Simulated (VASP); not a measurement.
**GaN: single point with PBEsol**

The system is GaN.

```
Ga N
1.0
     8.99624    0.00000    0.00000
     0.00000    8.99624    0.00000
     0.00000    0.00000    8.99624
Ga N
32 32
Direct
  0.99548 0.00440 0.00327
  0.00437 0.00421 0.49283
  0.99728 0.49865 0.99412
  0.99351 0.49306 0.50533
  0.48793 0.00540 0.00245
  0.48529 0.99806 0.49494
  0.50006 0.49937 0.99601
  0.49603 0.50693 0.49242
  0.24471 0.25734 0.00020
  0.23599 0.24532 0.50997
  0.25921 0.74892 0.00269
  0.24902 0.74651 0.50851
  0.75120 0.25197 0.01086
  0.75666 0.25275 0.50596
  0.74737 0.74961 0.00795
  0.74702 0.73892 0.50142
  0.24095 0.99243 0.25464
  0.24797 0.00550 0.75836
  0.24278 0.50599 0.23594
  0.25209 0.48650 0.75418
  0.74188 0.00565 0.25737
  0.74624 0.99382 0.76436
  0.74430 0.50081 0.23861
  0.75498 0.48846 0.74522
  0.99344 0.24516 0.24947
  0.99592 0.24057 0.75826
  0.00347 0.75090 0.25745
  0.99132 0.75000 0.75066
  0.49311 0.25609 0.25997
  0.50219 0.25621 0.75012
  0.50454 0.74139 0.24531
  0.49570 0.74313 0.74573
  0.11724 0.12649 0.12841
  0.12662 0.13184 0.62906
  0.11776 0.62858 0.11893
  0.13027 0.62653 0.61936
  0.64207 0.12726 0.12613
  0.61840 0.11838 0.62611
  0.61770 0.61733 0.11111
  0.61673 0.62696 0.62540
  0.37660 0.38531 0.13354
  0.38130 0.37992 0.62929
  0.37304 0.89189 0.12804
  0.37537 0.86742 0.63022
  0.87294 0.37163 0.12096
  0.88243 0.36423 0.62404
  0.87715 0.88128 0.12340
  0.87867 0.87459 0.62144
  0.36712 0.12113 0.38447
  0.38034 0.12943 0.87083
  0.37799 0.61906 0.38191
  0.37759 0.62667 0.88290
  0.86857 0.12498 0.37914
  0.87441 0.12242 0.88424
  0.87215 0.62797 0.36913
  0.88225 0.62120 0.88389
  0.13224 0.38047 0.37422
  0.12712 0.38280 0.88230
  0.13299 0.86412 0.38216
  0.12007 0.86941 0.87843
  0.61798 0.38966 0.37723
  0.61760 0.37906 0.87477
  0.62500 0.88262 0.37660
  0.63096 0.88119 0.87238
```

* Program: VASP 6.6.1
* Task: single point
* Functional: PBEsol
* Potentials or basis: VASP PAW PBE potentials, release 64 (Ga_d, N)
* Cutoff: 700 eV
* k mesh: 1 × 1 × 1, shifted
* Occupations: fermi-dirac, width 0.05 eV
* Spin: no spin polarisation

```
Pressure               : 2.1 GPa
Largest force          : 4.570 eV/Å
Band gap on the k mesh : 2.78 eV
```

Forces in eV/Å, atoms in the order of the input:
```
Ga   0.980 -1.301 -0.065
Ga  -0.586 -1.014  1.256
Ga   0.388  0.042  1.743
Ga   1.856  1.497 -1.498
Ga   2.572  0.429 -0.467
Ga   1.786 -0.717  1.654
Ga  -1.050 -0.732 -0.214
Ga   0.362 -1.263  2.390
Ga   1.127 -0.941  1.104
Ga   2.690  2.464 -1.907
Ga  -1.542  0.901 -0.150
Ga   1.374 -0.204 -0.541
Ga  -0.616  0.009 -2.270
Ga  -2.643 -1.154 -0.643
Ga   0.660  0.741 -1.125
Ga   0.114  1.975 -0.138
Ga   0.445  1.420 -0.082
Ga   0.069 -1.514 -0.405
Ga   0.204  0.090  2.158
Ga   0.135  2.457 -0.848
Ga   1.164 -1.122 -0.535
Ga   1.468  1.875 -3.236
Ga   0.581 -0.138  1.037
Ga  -0.911  1.486  0.993
Ga   0.509  1.211  0.720
Ga   0.503  0.497  0.244
Ga  -0.689  0.159 -1.237
Ga   1.384 -0.199 -0.171
Ga   0.431 -0.625 -0.189
Ga   0.322 -1.026 -0.844
Ga  -0.666  1.276  1.057
Ga   0.535  1.012  1.432
N    1.147 -0.155 -0.212
N   -1.507 -1.914  1.129
N    0.609  0.145  0.473
N   -1.867 -1.845  1.997
N   -3.744  0.119  0.534
N    0.855  0.843 -0.030
N    1.142  1.464  1.669
N    1.710 -1.349 -0.055
N   -0.039 -1.465 -1.459
N   -0.852 -0.659 -0.768
N    0.104 -2.526  0.220
N   -0.835  1.374 -0.215
N    0.838  1.227  0.941
N   -0.390  0.758  1.266
N   -0.706 -0.979  1.615
N   -0.645  0.252  0.133
N   -0.859  1.155 -1.410
N   -1.367  0.545  0.981
N   -1.860  2.382 -2.727
N   -0.367 -0.465 -1.085
N    1.113  0.341 -0.214
N   -0.524  0.985 -1.039
N   -0.299 -1.286  0.463
N   -2.241  0.651 -1.897
N   -1.543 -0.832  0.036
N   -0.747 -1.661 -0.949
N   -1.107  1.451 -0.522
N    0.673  1.066 -0.043
N    1.858 -1.895 -0.524
N    1.954 -0.806  0.055
N   -0.694 -1.851 -0.069
N   -2.764 -2.663  2.481
```

Stress tensor (GPa, compression positive):
```
 2.09 -0.43 -1.30
-0.43  2.07 -2.40
-1.30 -2.40  2.10
```

Levels at points of the mesh, in eV from the valence-band top:
| k point | band 286 | band 287 | band 288 | band 289 | band 290 | band 291 |
| --- | --- | --- | --- | --- | --- | --- |
| (0.25, 0.25, 0.25) | -0.41 | -0.15 | 0.00 | 2.78 | 3.64 | 3.75 |

It took 18 min on 1 thread of AMD EPYC 7R43 64-Core Processor (Zen 3), with other jobs on the host, peak memory 1 GiB.

Caveat: the PAW data sets were made with another functional, which shifts forces and pressure a little; a shifted mesh leaves out Γ, where band edges can lie. A k mesh can miss the band edges.
